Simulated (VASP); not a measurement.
Wanted: the native input for a VASP 6.6.1 run.

```yaml
Task: single point
Functional: PBE
Potentials_or_basis: VASP PAW PBE potentials, release 64 (Co)
Cutoff: 520 eV
k_mesh: 14 × 14 × 4
Occupations: fermi-dirac, width 0.08 eV
Spin: collinear spin, ferromagnetic start
Starting_moments: "[2.0, 2.0, 2.0, 2.0] μB"
Dipole_correction: no
Further_INCAR_settings: ALGO = Normal; EDIFF = 1e-07; NBANDS = 30
```

The structure of Co lies in POSCAR:

```
Co
1.0
    2.5074000000      0.0000000000      0.0000000000
    1.2537000000      2.1714720974      0.0000000000
    0.0000000000      0.0000000000      8.1398000000
Co
4
Direct
    0.6666666666      0.6666666667      0.1250000000
    0.6666666666      0.6666666667      0.6250000000
    0.3333333334      0.3333333333      0.3750000000
    0.3333333334      0.3333333333      0.8750000000
```

These files were run (other wordings do the same):

INCAR

```
ALGO = Normal
EDIFF = 1E-7
ENCUT = 520
GGA = PE
ISIF = 2
ISMEAR = -1
ISPIN = 2
LASPH = True
LCHARG = True
LELF = True
LMAXMIX = 4
LORBIT = 11
LREAL = False
LVHAR = True
LWAVE = False
MAGMOM = 2 2 2 2
NBANDS = 30
NELM = 150
PREC = Accurate
SIGMA = 0.08
```

KPOINTS

```
k-points
0
Gamma
  14 14 4
```

Potentials or basis: VASP PAW PBE potentials, release 64 (Co).

Run with:

```sh
$ cat potpaw_PBE.64/Co/POTCAR > POTCAR
$ mpirun -np 1 vasp_std > vasp.out
```

Results of the run:

| Quantity | Value |
| --- | --- |
| Pressure | -4.7 GPa |
| Net moment | 6.44 μB per cell |
| Site moments | Co +1.63 μB |
| Valence electrons inside the program's atomic spheres | Co 8.23 |

Caveat: the cell stands under tension.

Run time: 100 s on 1 thread of Intel(R) Xeon(R) 6975P-C (Granite Rapids) (shared host), peak memory 0.26 GiB.
